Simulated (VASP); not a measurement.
Input of a VASP 6.6.1 run:

Contents of INCAR:

```
PREC = Accurate
ENCUT = 520
EDIFF = 1E-7
ISMEAR = -1
SIGMA = 0.08
LREAL = F
LASPH = T
NELM = 100
ALGO = Normal
ISIF = 2
LWAVE = F
LCHARG = F
ISYM = 0
NBANDS = 9
```

Contents of KPOINTS:

```
regular mesh
0
Gamma
  16 16 16
```

The input POSCAR:

```
S
1.0
   -1.3682470146      1.3682470146      1.3682470146
    1.3682470146     -1.3682470146      1.3682470146
    1.3682470146      1.3682470146     -1.3682470146
S
1
Direct
    0.0000000000      0.0000000000      0.0000000000
```

Potentials or basis: VASP PAW LDA potentials, release 64 (S).

The run is started by

```bash
$ cat potpaw_LDA.64/S/POTCAR > POTCAR
$ mpirun -np 1 vasp_std > vasp.out
```

(1) Estimate the pressure.

(2) What does it give for the band gap on the k mesh?

Answers

(1) 75.7 GPa.

(2) zero (band 3 reaches 21.33 eV, above the bottom of band 4 at 7.67 eV).
